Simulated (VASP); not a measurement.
# Si23SbC24 (a cell with a defect) (Moissanite) in VASP: notebook

Runs on Si23SbC24 (a cell with a defect) (Moissanite). Level: PBE. Tasks: single point.

All numbers are computed with VASP 6.6.1; they aren't measurements. Logs are shortened: lines on timing, memory, paths and dates and some standing lists are left out, and cuts for length are marked.

**1. The cell of the first run**

The cell holds a defect, 48 atoms: a = 6.152 Å, b = 9.228 Å, c = 10.096 Å, α = 90.00°, β = 90.00°, γ = 120.00°.

**2. Single point, PBE**

Contents of INCAR:

```
ALGO = Normal
EDIFF = 1E-6
ENCUT = 520
GGA = PE
ISIF = 2
ISMEAR = -1
LASPH = True
LCHARG = True
LELF = True
LREAL = Auto
LVHAR = True
LWAVE = False
NBANDS = 126
NELECT = 192.0
NELM = 100
PREC = Accurate
SIGMA = 0.01
```

Contents of KPOINTS:

```
k-points
0
Gamma
  4 3 2
```

Contents of POSCAR:

```
Si23SbC24
1.0
    6.1520000000      0.0000000000      0.0000000000
   -4.6140000000      7.9916824260      0.0000000000
    0.0000000000      0.0000000000     10.0960000000
Sb Si C
1 23 24
Direct
    0.1666666666      0.2222222222      0.0000000000
    0.1666666666      0.2222222222      0.5000000000
    0.1666666666      0.5555555556      0.0000000000
    0.1666666666      0.5555555556      0.5000000000
    0.1666666666      0.8888888889      0.0000000000
    0.1666666666      0.8888888889      0.5000000000
    0.6666666666      0.2222222222      0.0000000000
    0.6666666666      0.2222222222      0.5000000000
    0.6666666666      0.5555555556      0.0000000000
    0.6666666666      0.5555555556      0.5000000000
    0.6666666666      0.8888888889      0.0000000000
    0.6666666666      0.8888888889      0.5000000000
    0.3333333334      0.1111111111      0.2500000000
    0.3333333334      0.1111111111      0.7500000000
    0.3333333334      0.4444444444      0.2500000000
    0.3333333334      0.4444444444      0.7500000000
    0.3333333334      0.7777777778      0.2500000000
    0.3333333334      0.7777777778      0.7500000000
    0.8333333334      0.1111111111      0.2500000000
    0.8333333334      0.1111111111      0.7500000000
    0.8333333334      0.4444444444      0.2500000000
    0.8333333334      0.4444444444      0.7500000000
    0.8333333334      0.7777777778      0.2500000000
    0.8333333334      0.7777777778      0.7500000000
    0.1666666666      0.2222222222      0.1925000000
    0.1666666666      0.2222222222      0.6925000000
    0.1666666666      0.5555555556      0.1925000000
    0.1666666666      0.5555555556      0.6925000000
    0.1666666666      0.8888888889      0.1925000000
    0.1666666666      0.8888888889      0.6925000000
    0.6666666666      0.2222222222      0.1925000000
    0.6666666666      0.2222222222      0.6925000000
    0.6666666666      0.5555555556      0.1925000000
    0.6666666666      0.5555555556      0.6925000000
    0.6666666666      0.8888888889      0.1925000000
    0.6666666666      0.8888888889      0.6925000000
    0.3333333334      0.1111111111      0.4425000000
    0.3333333334      0.1111111111      0.9425000000
    0.3333333334      0.4444444444      0.4425000000
    0.3333333334      0.4444444444      0.9425000000
    0.3333333334      0.7777777778      0.4425000000
    0.3333333334      0.7777777778      0.9425000000
    0.8333333334      0.1111111111      0.4425000000
    0.8333333334      0.1111111111      0.9425000000
    0.8333333334      0.4444444444      0.4425000000
    0.8333333334      0.4444444444      0.9425000000
    0.8333333334      0.7777777778      0.4425000000
    0.8333333334      0.7777777778      0.9425000000
```

Potentials or basis: VASP PAW PBE potentials, release 64 (Sb, Si, C).

On the command line:

```console
> cat potpaw_PBE.64/Sb/POTCAR potpaw_PBE.64/Si/POTCAR potpaw_PBE.64/C/POTCAR > POTCAR
> mpirun -np 1 vasp_std > vasp.out
```

OUTCAR:

```text
EDIFF = 1E-6
   ENCUT = 520
   GGA = PE
   ISIF = 2
   ISMEAR = -1
   LASPH = True
   LREAL = Auto
   NELECT = 192.0
   NELM = 100
   PREC = Accurate

 ion  position               nearest neighbor table
   1  0.167  0.222  0.000-  44 1.87  40 1.87  38 1.87  25 1.94   5 3.08  11 3.08   7 3.08   7 3.08
                             9 3.08   3 3.08  19 3.09  20 3.09  15 3.09  16 3.09  13 3.09  14 3.09
   2  0.167  0.222  0.500-  43 1.87  39 1.87  37 1.87  26 1.94   6 3.08  12 3.08   8 3.08   8 3.08
                            10 3.08   4 3.08  19 3.09  20 3.09  15 3.09  16 3.09  13 3.09  14 3.09
   3  0.167  0.556  0.000-  46 1.87  42 1.87  40 1.87  27 1.94   5 3.08  11 3.08   9 3.08   9 3.08
                             7 3.08   1 3.08  21 3.09  22 3.09  17 3.09  18 3.09  15 3.09  16 3.09
   4  0.167  0.556  0.500-  45 1.87  41 1.87  39 1.87  28 1.94   6 3.08  12 3.08  10 3.08  10 3.08
                             8 3.08   2 3.08  21 3.09  22 3.09  17 3.09  18 3.09  15 3.09  16 3.09
   5  0.167  0.889  0.000-  48 1.87  38 1.87  42 1.87  29 1.94   3 3.08   1 3.08   9 3.08   7 3.08
                            11 3.08  11 3.08  23 3.09  24 3.09  13 3.09  14 3.09  17 3.09  18 3.09
   6  0.167  0.889  0.500-  47 1.87  37 1.87  41 1.87  30 1.94   4 3.08   2 3.08  10 3.08   8 3.08
                            12 3.08  12 3.08  23 3.09  24 3.09  13 3.09  14 3.09  17 3.09  18 3.09
   7  0.667  0.222  0.000-  38 1.87  46 1.87  44 1.87  31 1.94  11 3.08   5 3.08   1 3.08   1 3.08
                             3 3.08   9 3.08  13 3.09  14 3.09  21 3.09  22 3.09  19 3.09  20 3.09
   8  0.667  0.222  0.500-  37 1.87  45 1.87  43 1.87  32 1.94  12 3.08   6 3.08   2 3.08   2 3.08
                             4 3.08  10 3.08  13 3.09  14 3.09  21 3.09  22 3.09  19 3.09  20 3.09
   9  0.667  0.556  0.000-  40 1.87  48 1.87  46 1.87  33 1.94  11 3.08   5 3.08   3 3.08   3 3.08
[... 53 lines left out ...]
  47  0.833  0.778  0.443-   6 1.87  10 1.87  12 1.87  23 1.94
  48  0.833  0.778  0.943-   5 1.87   9 1.87  11 1.87  24 1.94

  LATTYP: Found a simple monoclinic cell.
 ALAT       =     6.1520000000
 B/A-ratio  =     1.6410923277
 C/A-ratio  =     1.3228756555
 COS(beta)  =    -0.1889822365

  Lattice vectors:

 A1 = (   6.1520000000,   0.0000000000,   0.0000000000)
 A2 = (   0.0000000000,   0.0000000000,  10.0960000000)
 A3 = (  -1.5380000000,  -7.9916824260,   0.0000000000)

Analysis of symmetry for initial positions (statically):
=====================================================================
 Subroutine PRICEL returns:
 Original cell was already a primitive cell.

 Routine SETGRP: Setting up the symmetry group for a
 simple monoclinic supercell.

 Subroutine GETGRP returns: Found  1 space group operations
 (whereof  1 operations were pure point group operations)
 out of a pool of  4 trial point group operations.

The static configuration has the point symmetry C_1 .

Analysis of symmetry for dynamics (positions and initial velocities):
=====================================================================
 Subroutine PRICEL returns:
 Original cell was already a primitive cell.

 Routine SETGRP: Setting up the symmetry group for a
 simple monoclinic supercell.

 Subroutine GETGRP returns: Found  1 space group operations
 (whereof  1 operations were pure point group operations)
 out of a pool of  4 trial point group operations.

The dynamic configuration has the point symmetry C_1 .

 Subroutine INISYM returns: Found  1 space group operations
 (whereof  1 operations are pure point group operations),
 and found     1 'primitive' translations

----------------------------------------------------------------------------------------

                                     Primitive cell

  volume of cell :     496.3681

  direct lattice vectors                    reciprocal lattice vectors
     6.152000000  0.000000000  0.000000000     0.162548765  0.093847573  0.000000000
    -4.614000000  7.991682426  0.000000000     0.000000000  0.125130097  0.000000000
     0.000000000  0.000000000 10.096000000     0.000000000  0.000000000  0.099049128

  length of vectors
     6.152000000  9.228000000 10.096000000     0.187695146  0.125130097  0.099049128

  position of ions in fractional coordinates (direct lattice)
     0.166666667  0.222222222  0.000000000
     0.166666667  0.222222222  0.500000000
     0.166666667  0.555555556  0.000000000
     0.166666667  0.555555556  0.500000000
     0.166666667  0.888888889  0.000000000
     0.166666667  0.888888889  0.500000000
[... 40 lines left out ...]
     0.833333333  0.777777778  0.442500000
     0.833333333  0.777777778  0.942500000
[... 64 lines left out ...]
     0.000000000  0.041710032  0.000000000     0.000000000  0.333333333  0.000000000
     0.000000000  0.000000000  0.049524564     0.000000000  0.000000000  0.500000000

  Length of vectors
     0.046923787  0.041710032  0.049524564

  Shift w.r.t. Gamma in fractional coordinates (k-lattice)
     0.000000000  0.000000000  0.000000000

 Subroutine IBZKPT returns following result:
 ===========================================

 Found     14 irreducible k-points:

 Following reciprocal coordinates:
            Coordinates               Weight
  0.000000  0.000000  0.000000      1.000000
  0.250000  0.000000  0.000000      2.000000
  0.500000  0.000000  0.000000      1.000000
  0.000000  0.333333  0.000000      2.000000
  0.250000  0.333333  0.000000      2.000000
  0.500000  0.333333  0.000000      2.000000
 -0.250000  0.333333  0.000000      2.000000
  0.000000  0.000000  0.500000      1.000000
  0.250000  0.000000  0.500000      2.000000
  0.500000  0.000000  0.500000      1.000000
  0.000000  0.333333  0.500000      2.000000
  0.250000  0.333333  0.500000      2.000000
  0.500000  0.333333  0.500000      2.000000
 -0.250000  0.333333  0.500000      2.000000
   k-points           NKPTS =     14   k-points in BZ     NKDIM =     14   number of bands    NBANDS=    126
   number of dos      NEDOS =    301   number of ions     NIONS =     48
   total plane-waves  NPLWV = 268800
   dimension x,y,z NGX =    48 NGY =   70 NGZ =   80
   dimension x,y,z NGXF=    96 NGYF=  140 NGZF=  160
   ions per type =               1  23  24
   NGX,Y,Z   is equivalent  to a cutoff of  12.97, 12.61, 13.17 a.u.
   NGXF,Y,Z  is equivalent  to a cutoff of  25.94, 25.22, 26.35 a.u.
 SYSTEM =  unknown system
   PREC   = accura    normal or accurate (medium, high low for compatibility)
   ISTART =      0    job   : 0-new  1-cont  2-samecut
   ICHARG =      2    charge: 1-file 2-atom 10-const
   ISPIN  =      1    spin polarized calculation?
   LNONCOLLINEAR =      F non collinear calculations
   LSORBIT =      F    spin-orbit coupling
   LASPH  =      T    aspherical Exc in radial PAW
   ENCUT  =  520.0 eV  38.22 Ry    6.18 a.u.  11.44 17.16 18.77*2*pi/ulx,y,z
   NELM   =    100;   NELMIN=  2; NELMDL= -5     # of ELM steps
   EDIFF  = 0.1E-05   stopping-criterion for ELM
   LREAL  =      T    real-space projection
   EDIFFG = 0.1E-04   stopping-criterion for IOM
   NSW    =      0    number of steps for IOM
   IBRION =     -1    ionic relax: 0-MD 1-quasi-New 2-CG
   NFREE  =      0    steps in history (QN), initial steepest desc. (CG)
   ISIF   =      2    stress and relaxation
   ISYM   =      2    0-nonsym 1-usesym 2-fastsym
   POTIM  = 0.5000    time-step for ionic-motion
   TEBEG  =    0.0;   TEEND  =   0.0 temperature during run
   PSTRESS=    0.0 pullay stress
   NELECT =     192.0000    total number of electrons
   NUPDOWN=      -1.0000    fix difference up-down
   EMIN   =  10.00;   EMAX   =-10.00  energy-range for DOS
   EFERMI =   0.00;   METHOD = LEGACY
   ISMEAR =    -1;   SIGMA  =   0.01  broadening in eV -4-tet -1-fermi 0-gaus
   EFERMI_NEDOS =   21; number of points for ismear=-14 and -15
   IALGO  =     38    algorithm
   IMIX   =      4    mixing-type and parameters
     AMIX     =   0.40;   BMIX     =  1.00
     AMIX_MAG =   1.60;   BMIX_MAG =  1.00
  volume/ion in A,a.u.               =      10.34        69.78
  Fermi-wavevector in a.u.,A,eV,Ry     =   1.192817  2.254098 19.358549  1.422813
  Thomas-Fermi vector in A             =   2.328847
   LORBIT       =      0    0 simple, 1 ext, 2 COOP (PROOUT), +10 PAW based schemes
   GGA     = PE    functional components
   LHFCALC =     F    Hartree Fock is set to
   AEXX    =    0.0000 exact exchange contribution
   IVDW    =     0    specifies the selected vdW correction
   LEPSILON=     F    determine dielectric tensor
   LRPA    =     F    only Hartree local field effects (RPA)
 non-spin polarized calculation
  energy-cutoff  :      520.00
  volume of cell :      496.37
 maximum number of plane-waves:     13404
 NGX is ok and might be reduce to    48
   NGX = 23   NGY = 35   NGZ = 37

 number of electron     192.0000004 magnetization

 Free energy of the ion-electron system (eV)
  ---------------------------------------------------
  ext. energy  EPLUGINS =         0.00000000
  ---------------------------------------------------
  free energy    TOTEN  =      -363.29416770 eV

  energy without entropy =     -363.29416770  energy(sigma->0) =     -363.29416770

 E-fermi :   8.8728     XC(G=0): -11.3851

 val. band max:        8.6645053713   @ k =   0.0000   0.0000   0.0000
 cond. band min:      11.0543635828   @ k =   0.2500   0.0000   0.0000
 fundamental gap:      2.3898582114
 Fermi energy:         8.8728433927

 k-point     1 :       0.0000    0.0000    0.0000
  band No.  band energies     occupation
      1      -7.6648      2.00000
      2      -6.2707      2.00000
      3      -5.9098      2.00000
      4      -5.4501      2.00000
      5      -5.3191      2.00000
      6      -4.4829      2.00000
[... 1543 lines left out ...]
    107      13.1769      0.00000
    108      13.2447      0.00000
 [bands above 108 left out]

------------------------ aborting loop because EDIFF is reached ----------------------------------------

  FORCE on cell =-STRESS in cart. coord.  units (eV):
  Direction    XX          YY          ZZ          XY          YZ          ZX
  --------------------------------------------------------------------------------------
  -------------------------------------------------------------------------------------
  Total       23.6620144     23.6008120      4.7919595     -0.0041717     -0.0001671     -0.0012373
  in kB       76.3762639     76.1787147     15.4674898     -0.0134655     -0.0005395     -0.0039937
  external PRESSURE =      56.0074895 kB  Pullay stress =       0.0000000 kB

 VOLUME and BASIS-vectors are now :
 -----------------------------------------------------------------------------
  energy-cutoff  :      520.00
  volume of cell :      496.37
      direct lattice vectors                 reciprocal lattice vectors
     6.152000000  0.000000000  0.000000000     0.162548765  0.093847573  0.000000000
    -4.614000000  7.991682426  0.000000000     0.000000000  0.125130097  0.000000000
     0.000000000  0.000000000 10.096000000     0.000000000  0.000000000  0.099049128

 POSITION                                       TOTAL-FORCE (eV/Angst)
 -----------------------------------------------------------------------------------
     -0.00000      1.77593      0.00000        -0.007392      0.055856      2.008127
     -0.00000      1.77593      5.04800        -0.001189      0.025969      0.628387
     -1.53800      4.43982      0.00000        -0.382957      0.618210      0.951320
     -1.53800      4.43982      5.04800        -0.023866      0.012325      0.684878
     -3.07600      7.10372      0.00000         0.249142     -0.766763      0.911506
     -3.07600      7.10372      5.04800        -0.012388     -0.065360      0.689400
[... 40 lines left out ...]
      1.53800      6.21575      4.46748        -0.001431     -0.002752     -0.762182
      1.53800      6.21575      9.51548        -0.059376      0.161289     -0.756329
 -----------------------------------------------------------------------------------
    total drift:                               -0.001693      0.001614     -0.121142

  FREE ENERGIE OF THE ION-ELECTRON SYSTEM (eV)
  ---------------------------------------------------
  free  energy   TOTEN  =      -363.2941677031 eV

  energy  without entropy=     -363.2941677031  energy(sigma->0) =     -363.29416770
```

Run time: 13 min. Hardware: 1 thread of Intel Xeon 6975P-C (Granite Rapids), shared host; peak memory 0.9 GiB.

Results:

```yaml
Free_energy: -363.2942 eV
Largest_force: 6.421 eV/Å
```

Forces on the atoms (eV/Å):
```
Sb  -0.007  0.056  2.008
Si  -0.001  0.026  0.628
Si  -0.383  0.618  0.951
Si  -0.024  0.012  0.685
Si   0.249 -0.767  0.912
Si  -0.012 -0.065  0.689
Si   0.005  0.209  0.915
Si   0.001  0.060  0.655
Si   0.387  0.599  0.973
Si   0.028  0.021  0.681
Si  -0.250 -0.729  0.907
Si   0.012 -0.062  0.688
Si   0.412 -0.381  1.481
Si   0.287 -0.244 -0.098
Si   0.005  0.591  1.459
Si  -0.002  0.408 -0.074
Si   0.033  0.055  0.944
Si   0.001  0.006  0.559
Si  -0.411 -0.391  1.474
Si  -0.286 -0.246 -0.094
Si  -0.009  0.131  0.993
Si  -0.001  0.093  0.446
Si  -0.033  0.004  0.957
Si  -0.001 -0.009  0.524
C    0.002  0.007  3.596
C    0.003 -0.001 -0.188
C    0.100 -0.196 -0.990
C    0.054 -0.066 -0.533
C   -0.097  0.189 -0.979
C   -0.010  0.091 -0.546
C    0.003 -0.003 -1.085
C    0.002 -0.050 -0.419
C   -0.094 -0.214 -0.990
C   -0.048 -0.070 -0.522
C    0.099  0.217 -0.972
C    0.012  0.097 -0.546
C   -0.074  0.082 -0.837
C    5.085 -2.879 -2.662
C   -0.003 -0.130 -0.830
C    0.001  5.729 -2.669
C   -0.003  0.005 -0.770
C    0.056  0.129 -0.761
C    0.071  0.084 -0.836
C   -5.087 -2.859 -2.660
C   -0.003 -0.039 -0.776
C   -0.007 -0.274 -0.772
C   -0.001 -0.003 -0.762
C   -0.059  0.161 -0.756
```

Caveat: the cell carries a net charge on a neutralising background, which shifts energy and pressure; the cell is charged against a uniform background, so pressure and absolute levels hang on convention; spin-orbit coupling is left out, which moves the levels of the heavy elements.

(Part 1 of 2 ends here.)
